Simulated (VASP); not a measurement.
# Mg5Cd11O16 (P1) in VASP: single point with PBEsol

Aim: the single point of Mg5Cd11O16 with PBEsol.

All numbers are computed with VASP 6.6.1; they aren't measurements. Logs are shortened: lines on timing, memory, paths and dates and some standing lists are left out, and cuts for length are marked.

### 1 The cell of the first run

The typed cell holds 64 atoms: a = 9.146 Å, b = 9.146 Å, c = 9.146 Å, α = 90.00°, β = 90.00°, γ = 90.00°.

### 2 Single point, PBEsol

The input, INCAR:

```
SYSTEM = Mg5Cd11O16
  PREC = Accurate
  ENCUT = 700
  EDIFF = 1E-6
  ISMEAR = -1
  SIGMA = 0.05
  LREAL = Auto
  LASPH = .TRUE.
  NELM = 120
  ALGO = Normal
  ISIF = 2
  LWAVE = .FALSE.
  LCHARG = .FALSE.
  GGA = PS
  NBANDS = 276
  ISYM = -1
  GGA_COMPAT = .FALSE.
```

The input, KPOINTS:

```
explicit points
1
Reciprocal
  0.25000000   0.25000000   0.25000000 1
```

The input, POSCAR:

```
Mg5Cd11O16
1.0
    9.1464294518      0.0000000000      0.0000000000
    0.0000000000      9.1464294518      0.0000000000
    0.0000000000      0.0000000000      9.1464294518
O Cd Mg
32 22 10
Direct
    0.2483910000      0.9978150000      0.9824860000
    0.2498470000      0.9862390000      0.5151860000
    0.2471320000      0.5010970000      0.9977760000
    0.2494760000      0.5191450000      0.5042260000
    0.7496500000      0.0079140000      0.9836400000
    0.7505480000      0.9858200000      0.5158720000
    0.7487110000      0.4891740000      0.9836750000
    0.7504070000      0.5151610000      0.5159070000
    0.9838660000      0.2488640000      0.9855880000
    0.9983500000      0.2506560000      0.5132780000
    0.9977450000      0.7484430000      0.0002920000
    0.0009390000      0.7503070000      0.5041700000
    0.5124320000      0.2492980000      0.9978890000
    0.5024510000      0.2502840000      0.4966960000
    0.5002470000      0.7489350000      0.9859540000
    0.5008880000      0.7504090000      0.5142400000
    0.0007270000      0.0034480000      0.2495980000
    0.9959470000      0.0146480000      0.7499790000
    0.9984240000      0.4961420000      0.2496710000
    0.9844390000      0.4819590000      0.7496670000
    0.5002340000      0.0149830000      0.2487980000
    0.5044200000      0.0035650000      0.7497710000
    0.5003010000      0.4847090000      0.2489240000
    0.5122710000      0.4881420000      0.7497150000
    0.2639880000      0.2493830000      0.2490810000
    0.2650830000      0.2359440000      0.7489960000
    0.2544900000      0.7530120000      0.2691030000
    0.2648790000      0.7632870000      0.7393170000
    0.7373780000      0.2489020000      0.2347050000
    0.7444750000      0.2451940000      0.7574750000
    0.7464770000      0.7501230000      0.2684890000
    0.7364140000      0.7516050000      0.7402710000
    0.9979060000      0.0017150000      0.9955660000
    0.9998480000      0.9993510000      0.5044290000
    0.9955750000      0.4962310000      0.9960460000
    0.9984440000      0.5013820000      0.5038310000
    0.5005830000      0.0017770000      0.9971970000
    0.5005880000      0.0001380000      0.5019590000
    0.5012080000      0.4972030000      0.9966610000
    0.5012850000      0.5009490000      0.5028140000
    0.2500230000      0.2477810000      0.9957000000
    0.2512180000      0.2484490000      0.5029750000
    0.2509650000      0.7511990000      0.9957600000
    0.7483990000      0.2500530000      0.5023260000
    0.7475690000      0.7491080000      0.9942720000
    0.2517180000      0.0005350000      0.2526220000
    0.2511080000      0.5007410000      0.2528400000
    0.2519460000      0.4980880000      0.7486900000
    0.7487720000      0.0004210000      0.2501930000
    0.7478700000      0.4986420000      0.2503450000
    0.9972680000      0.2499210000      0.2464460000
    0.0002190000      0.7496480000      0.2548410000
    0.9980750000      0.7519620000      0.7487250000
    0.5002940000      0.7494990000      0.2541990000
    0.2547260000      0.7535550000      0.5082150000
    0.7459210000      0.2487650000      0.9927400000
    0.7451020000      0.7502100000      0.5097480000
    0.2553940000      0.0013830000      0.7472950000
    0.7454940000      0.0021360000      0.7493550000
    0.7454410000      0.4968620000      0.7492790000
    0.9836840000      0.2469760000      0.7518510000
    0.5028510000      0.2500530000      0.2448850000
    0.5052460000      0.2471290000      0.7535900000
    0.5021250000      0.7578900000      0.7462510000
```

Potentials or basis: VASP PAW PBE potentials, release 64 (O, Cd, Mg).

Launch:

```console
> cat potpaw_PBE.64/O/POTCAR potpaw_PBE.64/Cd/POTCAR potpaw_PBE.64/Mg/POTCAR > POTCAR
> mpirun -np 1 vasp_std > vasp.out
```

OUTCAR:

```text
SYSTEM = Mg5Cd11O16
   PREC = Accurate
   ENCUT = 700
   EDIFF = 1E-6
   ISMEAR = -1
   LREAL = Auto
   LASPH = .TRUE.
   NELM = 120
   ISIF = 2
   GGA = PS
   ISYM = -1

 ion  position               nearest neighbor table
   1  0.248  0.998  0.982-  58 2.15  43 2.26  41 2.29  33 2.29  37 2.31  46 2.47
   2  0.250  0.986  0.515-  58 2.13  55 2.13  34 2.29  38 2.30  42 2.40  46 2.41
   3  0.247  0.501  0.998-  48 2.28  43 2.29  35 2.30  41 2.32  39 2.32  47 2.33
   4  0.249  0.519  0.504-  55 2.14  48 2.24  36 2.30  47 2.31  40 2.31  42 2.48
   5  0.750  0.008  0.984-  59 2.14  56 2.20  33 2.27  37 2.28  45 2.37  49 2.44
   6  0.751  0.986  0.516-  59 2.14  57 2.16  34 2.29  38 2.29  44 2.42  49 2.43
[... 76 lines left out ...]
  58  0.255  0.001  0.747-   2 2.13  26 2.15   1 2.15  28 2.18  22 2.28  18 2.38  55 3.15  64 3.17
                            38 3.17  42 3.18  41 3.20  37 3.20  63 3.21  34 3.22  43 3.23  33 3.27
  59  0.745  0.002  0.749-   6 2.14   5 2.14  22 2.21  30 2.22  18 2.29  32 2.29  61 3.12  63 3.14
                            64 3.15  56 3.17  57 3.18  38 3.18  37 3.19  44 3.20  45 3.22  33 3.23
  60  0.745  0.497  0.749-  24 2.13   8 2.14   7 2.15  20 2.19  30 2.30  32 2.33  61 3.16  63 3.17
                            40 3.17  56 3.18  39 3.18  57 3.19  44 3.19  35 3.21  45 3.22  36 3.22
  61  0.984  0.247  0.752-  18 2.13   9 2.14  20 2.15  10 2.19  30 2.19  26 2.58  56 3.10  59 3.12
                            44 3.14  60 3.16  33 3.17  35 3.19  34 3.21  36 3.25  41 3.30  42 3.34
  62  0.503  0.250  0.245-  23 2.15  29 2.15  21 2.15  25 2.19  13 2.26  14 2.30  50 3.19  56 3.20
                            39 3.20  49 3.21  37 3.21  46 3.24  41 3.25  47 3.25  44 3.25  38 3.28
  63  0.505  0.247  0.754-  30 2.19  26 2.20  24 2.21  22 2.23  13 2.24  14 2.35  56 3.10  59 3.14
                            37 3.16  60 3.17  39 3.19  44 3.20  58 3.21  41 3.22  38 3.23  48 3.26
  64  0.502  0.758  0.746-  16 2.12  32 2.14  28 2.17  15 2.19  22 2.25  24 2.47  57 3.10  55 3.14
                            38 3.15  59 3.15  58 3.17  45 3.19  37 3.20  40 3.24  43 3.24  60 3.26

IMPORTANT INFORMATION: All symmetrisations will be switched off!
NOSYMM: (Re-)initialisation of all symmetry stuff for point group C_1.

----------------------------------------------------------------------------------------

                                     Primitive cell

  volume of cell :     765.1644

  direct lattice vectors                    reciprocal lattice vectors
     9.146429452  0.000000000  0.000000000     0.109332282  0.000000000  0.000000000
     0.000000000  9.146429452  0.000000000     0.000000000  0.109332282  0.000000000
     0.000000000  0.000000000  9.146429452     0.000000000  0.000000000  0.109332282

  length of vectors
     9.146429452  9.146429452  9.146429452     0.109332282  0.109332282  0.109332282

  position of ions in fractional coordinates (direct lattice)
     0.248391000  0.997815000  0.982486000
     0.249847000  0.986239000  0.515186000
     0.247132000  0.501097000  0.997776000
     0.249476000  0.519145000  0.504226000
[... 173 lines left out ...]
   EFERMI_NEDOS =   21; number of points for ismear=-14 and -15
   IALGO  =     38    algorithm
   IMIX   =      4    mixing-type and parameters
     AMIX     =   0.40;   BMIX     =  1.00
     AMIX_MAG =   1.60;   BMIX_MAG =  1.00
  volume/ion in A,a.u.               =      11.96        80.68
  Fermi-wavevector in a.u.,A,eV,Ry     =   1.397523  2.640935 26.573129  1.953070
  Thomas-Fermi vector in A             =   2.520771
   LORBIT       =      0    0 simple, 1 ext, 2 COOP (PROOUT), +10 PAW based schemes
   GGA     = PS    functional components
   LHFCALC =     F    Hartree Fock is set to
   AEXX    =    0.0000 exact exchange contribution
   IVDW    =     0    specifies the selected vdW correction
   LEPSILON=     F    determine dielectric tensor
   LRPA    =     F    only Hartree local field effects (RPA)
 non-spin polarized calculation
  energy-cutoff  :      700.00
  volume of cell :      765.16
 maximum number of plane-waves:     32186
 NGX is ok and might be reduce to    80
   NGX = 39   NGY = 39   NGZ = 39

 number of electron     475.9999994 magnetization

 Free energy of the ion-electron system (eV)
  ---------------------------------------------------
  ext. energy  EPLUGINS =         0.00000000
  ---------------------------------------------------
  free energy    TOTEN  =      -308.16482502 eV

  energy without entropy =     -308.16482244  energy(sigma->0) =     -308.16482373

 E-fermi :   3.1129     XC(G=0): -11.7377

 val. band max:        2.3774827217   @ k =   0.2500   0.2500   0.2500
 cond. band min:       3.8133694480   @ k =   0.2500   0.2500   0.2500
 fundamental gap:      1.4358867263
 Fermi energy:         3.1129376433

 k-point     1 :       0.2500    0.2500    0.2500
  band No.  band energies     occupation
      1     -15.0769      2.00000
      2     -14.8470      2.00000
      3     -14.8100      2.00000
      4     -14.7844      2.00000
      5     -14.6673      2.00000
      6     -14.6305      2.00000
[... 242 lines left out ...]
    249       7.2298      0.00000
    250       7.3791      0.00000
 [bands above 250 left out]

------------------------ aborting loop because EDIFF is reached ----------------------------------------

  FORCE on cell =-STRESS in cart. coord.  units (eV):
  Direction    XX          YY          ZZ          XY          YZ          ZX
  --------------------------------------------------------------------------------------
  -------------------------------------------------------------------------------------
  Total        5.4339142      5.1906811      3.7243095     -0.9013216     -1.4518499     -0.5379034
  in kB       11.3780698     10.8687641      7.7983296     -1.8872769     -3.0400277     -1.1263157
  external PRESSURE =      10.0150545 kB  Pullay stress =       0.0000000 kB

 VOLUME and BASIS-vectors are now :
 -----------------------------------------------------------------------------
  energy-cutoff  :      700.00
  volume of cell :      765.16
      direct lattice vectors                 reciprocal lattice vectors
     9.146429452  0.000000000  0.000000000     0.109332282  0.000000000  0.000000000
     0.000000000  9.146429452  0.000000000     0.000000000  0.109332282  0.000000000
     0.000000000  0.000000000  9.146429452     0.000000000  0.000000000  0.109332282

 POSITION                                       TOTAL-FORCE (eV/Angst)
 -----------------------------------------------------------------------------------
      2.27189      9.12644      8.98624         0.000568      0.002290     -0.054792
      2.28521      9.02057      4.71211         0.001062     -0.063647      0.060783
      2.26038      4.58325      9.12609        -0.003390     -0.000572      0.019414
      2.28181      4.74832      4.61187        -0.002322      0.061706     -0.025160
      6.85662      0.07238      8.99679         0.000471      0.052306     -0.050957
      6.86483      9.01673      4.71839         0.002335     -0.058836      0.055905
[... 56 lines left out ...]
      4.62120      2.26035      6.89266         0.006129     -0.004860      0.006079
      4.59265      6.93199      6.82553         0.002266      0.005557     -0.008434
 -----------------------------------------------------------------------------------
    total drift:                                0.007208     -0.000815      0.000717

  FREE ENERGIE OF THE ION-ELECTRON SYSTEM (eV)
  ---------------------------------------------------
  free  energy   TOTEN  =      -308.1648250195 eV

  energy  without entropy=     -308.1648224389  energy(sigma->0) =     -308.16482373
```

Run time: 15 min. Hardware: 1 thread of Intel Xeon Platinum 8259CL at 2.50GHz (Skylake/Cascade Lake), shared host; peak memory 1.1 GiB.

Results:

```
Free energy            : -308.1648 eV
Pressure               : 1.0 GPa
Largest force          : 0.092 eV/Å
Band gap on the k mesh : 1.44 eV
```

Forces on the atoms (eV/Å):
```
O    0.001  0.002 -0.055
O    0.001 -0.064  0.061
O   -0.003 -0.001  0.019
O   -0.002  0.062 -0.025
O    0.000  0.052 -0.051
O    0.002 -0.059  0.056
O   -0.001 -0.054 -0.057
O    0.000  0.060  0.056
O   -0.057 -0.002 -0.058
O    0.010 -0.001  0.049
O    0.009 -0.004  0.019
O    0.005 -0.001 -0.017
O    0.056  0.003  0.004
O   -0.015  0.004 -0.019
O   -0.009  0.001 -0.048
O   -0.001  0.001  0.057
O    0.003 -0.012 -0.001
O   -0.008  0.066 -0.001
O    0.007  0.013 -0.003
O   -0.048 -0.054  0.000
O   -0.001  0.065 -0.003
O    0.008  0.004  0.000
O   -0.009 -0.068 -0.002
O    0.061 -0.013 -0.001
O    0.057  0.009  0.000
O    0.024 -0.058  0.001
O   -0.024 -0.009  0.052
O    0.050  0.049 -0.060
O   -0.063  0.001 -0.056
O   -0.002 -0.001  0.065
O    0.023 -0.002  0.051
O   -0.054  0.003 -0.064
Cd   0.006 -0.010  0.019
Cd   0.004  0.003 -0.019
Cd   0.013  0.009  0.018
Cd   0.008 -0.001 -0.017
Cd  -0.009 -0.007  0.008
Cd  -0.007 -0.003 -0.008
Cd  -0.012  0.008  0.014
Cd  -0.005  0.003 -0.012
Cd  -0.009  0.008  0.012
Cd  -0.007  0.008 -0.013
Cd  -0.009 -0.008  0.022
Cd   0.009  0.004 -0.013
Cd   0.007 -0.002  0.025
Cd  -0.006  0.000 -0.006
Cd  -0.007  0.004 -0.002
Cd  -0.009  0.001  0.007
Cd   0.009 -0.006 -0.001
Cd   0.006  0.004 -0.002
Cd   0.006  0.000  0.003
Cd   0.003 -0.001 -0.011
Cd   0.002 -0.006  0.014
Cd   0.001 -0.001 -0.010
Mg   0.004  0.004  0.006
Mg  -0.004  0.001 -0.012
Mg  -0.004  0.000  0.010
Mg   0.004 -0.001 -0.004
Mg  -0.005  0.004  0.001
Mg  -0.004 -0.003  0.001
Mg  -0.014 -0.003  0.006
Mg   0.004  0.001 -0.004
Mg   0.006 -0.005  0.006
Mg   0.002  0.006 -0.008
```

Caveat: the PAW data sets were made with another functional, which shifts forces and pressure a little; a shifted mesh leaves out Γ, where band edges can lie.
